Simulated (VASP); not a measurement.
Crystal: Zr.

```
Zr
1.0
    -1.29775    1.29775    1.29775
     1.29775   -1.29775    1.29775
     1.29775    1.29775   -1.29775
Zr
1
Cartesian
  0.0000 0.0000 0.0000
```

This cell differs from its parent crystal: volume scaled by 0.4, partial waves polarizable.

Base run:

```yaml
Program: VASP 6.6.1
Functional: PBEsol
Potentials_or_basis: VASP PAW PBE potentials, release 64 (Zr_sv)
Cutoff: 520 eV
k_mesh: 15 × 15 × 15
Occupations: fermi-dirac, width 0.08 eV
Spin: no spin polarisation
```

Its results: band gap on the k mesh zero (band 6 reaches 27.99 eV, above the bottom of band 7 at 22.63 eV); pressure 460.2 GPa.

Question: The run is repeated on the same cell with these changes: cutoff from 520 eV to 500 eV; dispersion from none to D3(BJ). What comes out?

Answer: Band gap on the k mesh zero (band 6 reaches 27.99 eV, above the bottom of band 7 at 22.63 eV); pressure 431.8 GPa.

Caveats: the PAW data sets were made with another functional, which shifts forces and pressure a little; three body term missing (some runs); pairwise dispersion overbinds metals, which lowers pressure and volume (some runs).
